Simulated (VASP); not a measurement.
TaMnB4: single point with PBE

Crystal: TaMnB4.

```
Ta Mn B
1.0
     3.11269    0.00000    0.00000
    -1.55635    2.69567    0.00000
     0.00000    0.00000    6.64225
Ta Mn B
1 1 4
Direct
  0.00000 0.00000 0.50000
  0.00000 0.00000 0.00000
  0.33333 0.66667 0.75997
  0.33333 0.66667 0.24003
  0.66667 0.33333 0.75997
  0.66667 0.33333 0.24003
```

* Program: VASP 6.6.1
* Task: single point
* Functional: PBE
* Potentials or basis: VASP PAW PBE potentials, release 64 (Ta_pv, Mn_pv, B)
* Cutoff: 520 eV
* k mesh: 12 × 12 × 6
* Occupations: gaussian, width 0.1 eV
* Spin: collinear spin, ferromagnetic start
* Starting moments: [0.0, 2.35, 0.0, 0.0, 0.0, 0.0] μB

```yaml
Pressure: -18.7 GPa
Largest_force: 0.003 eV/Å
Net_moment: 2.63 μB per cell
Site_moments: Ta -0.04; Mn +2.69; B -0.01 μB
Valence_electrons_inside_the_program's_atomic_spheres: Ta 8.89; Mn 11.64; B 1.90
```

Forces in eV/Å, atoms in the order of the input:
```
Ta   0.000  0.000  0.000
Mn   0.000  0.000  0.000
B    0.000  0.000  0.003
B    0.000  0.000 -0.003
B    0.000  0.000  0.003
B    0.000  0.000 -0.003
```

Levels at points of the mesh, in eV from the Fermi level:
Spin up:
| k point | band 16 | band 17 | band 18 | band 19 | band 20 | band 21 | band 22 | band 23 |
| --- | --- | --- | --- | --- | --- | --- | --- | --- |
| (0.00, 0.00, 0.00) | -1.98 | -1.98 | -1.39 | -1.39 | -1.09 | 0.37 | 0.37 | 2.13 |
| (0.50, 0.00, 0.00) | -4.06 | -1.59 | -1.47 | -1.46 | 1.24 | 1.34 | 1.95 | 3.59 |
| (0.00, 0.00, 0.50) | -2.50 | -2.50 | -0.87 | -0.25 | -0.25 | -0.13 | -0.13 | 1.70 |
| (0.50, 0.00, 0.50) | -4.02 | -1.81 | -1.59 | -0.62 | 0.96 | 1.20 | 1.30 | 2.74 |
Spin down:
| k point | band 15 | band 16 | band 17 | band 18 | band 19 | band 20 |
| --- | --- | --- | --- | --- | --- | --- |
| (0.00, 0.00, 0.00) | -1.36 | -1.12 | -1.12 | -0.50 | -0.50 | 0.72 |
| (0.50, 0.00, 0.00) | -4.01 | -2.93 | 0.23 | 1.14 | 1.32 | 1.96 |
| (0.00, 0.00, 0.50) | -0.94 | -0.52 | -0.52 | -0.18 | -0.15 | -0.15 |
| (0.50, 0.00, 0.50) | -3.44 | -2.74 | 0.48 | 1.07 | 1.14 | 1.21 |

Wall time 3.4 min on 1 thread of Oxide Virtual Turin-like Processor, on a shared host, peak memory 0.31 GiB.

Caveat: the cell stands under tension; spin-orbit coupling is left out, which moves the levels of the heavy elements; a cell with one magnetic atom can't hold antiferromagnetic order, which such compounds often take.
